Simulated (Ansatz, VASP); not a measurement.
**NaGeCl3 in VASP and in Ansatz**

Contents of POSCAR:

```
NaGeCl3
1.0
    5.3985052642      0.0000000000      0.0000000000
    0.0000000000      5.3985052642      0.0000000000
    0.0000000000      0.0000000000      5.3985052642
Na Ge Cl
1 1 3
Direct
    0.0000000000      0.0000000000      0.0000000000
    0.5000000000      0.5000000000      0.5000000000
    0.5000000000      0.5000000000      0.0000000000
    0.5000000000      0.0000000000      0.5000000000
    0.0000000000      0.5000000000      0.5000000000
```

INCAR.step1

```
SYSTEM = NaGeCl3
ALGO = Normal
EDIFF = 1E-4
ENCUT = 520
GGA = PE
ISMEAR = 0
LASPH = .TRUE.
LCHARG = .FALSE.
LREAL = .FALSE.
LWAVE = .TRUE.
NBANDS = 29
NELM = 60
PREC = Accurate
SIGMA = 0.01
```

File INCAR.step2:

```
SYSTEM = NaGeCl3
ALGO = Normal
EDIFF = 1E-7
ENCUT = 520
ISIF = 2
ISMEAR = 0
ISTART = 1
LASPH = .TRUE.
LCHARG = .FALSE.
LMIXTAU = .TRUE.
LREAL = .FALSE.
LWAVE = .FALSE.
METAGGA = R2SCAN
NBANDS = 29
NELM = 60
PREC = Accurate
SIGMA = 0.01
```

Contents of KPOINTS:

```
k-points
0
G
  6 6 6
  0 0 0
```

Input for Ansatz:

```yaml
crystal:
  lattice:
    - [5.3985052642, 0.0, 0.0]
    - [0.0, 5.3985052642, 0.0]
    - [0.0, 0.0, 5.3985052642]
  atoms:
    - { symbol: Na, position: [0.0, 0.0, 0.0] }
    - { symbol: Ge, position: [0.5, 0.5, 0.5] }
    - { symbol: Cl, position: [0.5, 0.5, 0.0] }
    - { symbol: Cl, position: [0.5, 0.0, 0.5] }
    - { symbol: Cl, position: [0.0, 0.5, 0.5] }
kpoints:
  mp_grid: { grid: [6, 6, 6] }
  band_path:
    path: [[0.0, 0.0, 0.0], [0.0, 0.5, 0.0], [0.5, 0.5, 0.0], [0.5, 0.5, 0.5]]
    npoints: 1
hamiltonian:
  xc: r2scan
scf:
  occupations: { method: fixed }
  n_extra_bands: 5
output:
  forces: true
  stress: true
  eigenvalues: true
  write_density: true
  write_potential: true
  elf: true
  volumetric_format: npy
```

Change from the starting cell: hydrostatic strain +4.0%.

Alike in both runs: task single point; functional r2SCAN; k mesh 6 × 6 × 6; no spin polarisation.

|  | VASP | Ansatz |
| --- | --- | --- |
| version | VASP 6.6.1 | Ansatz 0.2.0 |
| potentials or method | VASP PAW PBE potentials, release 64 (Na_pv, Ge_d, Cl) | plane waves, PAW |
| plane-wave cutoff (eV) | 520 | 500 |
| occupations | gaussian, width 0.01 eV | fixed |
| valence electrons in the cell | 42 | 44 |

VASP gave:

- gap on the k mesh at the Fermi level (eV): 1.41
- pressure (GPa): -2.9

Question: Estimate Ansatz's values.

Answer: gap on the k mesh at the Fermi level (eV): 1.40; pressure (GPa): -2.8.

VASP's potentials were made for PBE, not for r2SCAN. VASP's potentials hold 42 valence electrons a cell and Ansatz's 44, so a difference there can come from the potentials and not from the codes.
